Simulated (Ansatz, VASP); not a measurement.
## Ta: VASP beside Ansatz

```
CELL_PARAMETERS angstrom
2.90217 0.00000 0.00000
-1.45108 2.51335 0.00000
0.00000 0.00000 5.13824
ATOMIC_POSITIONS crystal
Ta 0.33333 0.66667 0.25000
Ta 0.66667 0.33333 0.75000
```

Alike in both runs: task relaxation of cell and atoms; functional PBE; k mesh 16 × 16 × 9; occupations fermi-dirac, width 0.05 eV; no spin polarisation.

```csv
,VASP,Ansatz
version,VASP 6.6.1,Ansatz 0.2.0
potentials or method,"VASP PAW PBE potentials, release 64 (Ta_pv), cutoff 600 eV","all-electron LAPW, non-relativistic"
```

|  | VASP | Ansatz | Ansatz less VASP |
| --- | --- | --- | --- |
| relaxed volume (Å³/atom) | 18.75 | 19.62 | +0.870 |
| relaxed cell length with the largest relative difference (Å) | 5.139 | 5.336 | +0.1970 |

Ansatz ran all-electron here, and VASP with PAW potentials.

Spin-orbit coupling is off throughout.
